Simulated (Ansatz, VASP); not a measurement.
One calculation of TaN, two programs

Contents of INCAR:

```
  ALGO = Normal
  EDIFF = 1E-6
  ENCUT = 700
  GGA_COMPAT = F
  ISIF = 2
  ISMEAR = -1
  LASPH = T
  LCHARG = F
  LREAL = F
  LWAVE = F
  NBANDS = 16
  NELM = 120
  PREC = Accurate
  SIGMA = 0.05
```

Contents of KPOINTS:

```
k-points
0
Gamma
  10 10 10
```

POSCAR

```
TaN
1.0
    0.0000000000      2.2259679500      2.2259679500
    2.2259679500      0.0000000000      2.2259679500
    2.2259679500      2.2259679500      0.0000000000
Ta N
1 1
Direct
    0.5000000000      0.5000000000      0.5000000000
    0.0000000000      0.0000000000      0.0000000000
```

input.yaml

```yaml
crystal:
  lattice:
    - [0.0, 2.22596795, 2.22596795]
    - [2.22596795, 0.0, 2.22596795]
    - [2.22596795, 2.22596795, 0.0]
  atoms:
    - { symbol: Ta, position: [0.5, 0.5, 0.5] }
    - { symbol: "N", position: [0.0, 0.0, 0.0] }
hamiltonian:
  xc: lda
  pseudopotentials: { kind: paw }
kpoints:
  mp_grid: { grid: [10, 10, 10] }
scf:
  occupations: { method: fermi_dirac, width: 0.05 }
output:
  forces: true
  stress: true
  eigenvalues: true
  write_density: true
  write_potential: true
  elf: true
  volumetric_format: npy
```

Alike in both runs: task single point; functional LDA; k mesh 10 × 10 × 10; occupations fermi-dirac, width 0.05 eV; no spin polarisation.

|  | VASP | Ansatz |
| --- | --- | --- |
| version | VASP 6.6.1 | Ansatz 0.2.0 |
| potentials or method | VASP PAW LDA potentials, release 64 (Ta_sv_GW, N) | Ansatz PAW |
| plane-wave cutoff (eV) | 700 | 420 |
| valence electrons in the cell | 18 | 18 |

Ansatz gave:

```
gap on the k mesh at the Fermi level (eV) : none
pressure (GPa)                            : -22.8
```

Problem. Which values does VASP return?

Solution. gap on the k mesh at the Fermi level (eV): none; pressure (GPa): -22.1.

LDA's correlation is that of Perdew and Zunger in VASP and of Perdew and Wang (1992) in Ansatz. A gap of «none» marks a metal or a gap that the smearing closes.

Neither program's run includes spin-orbit coupling.
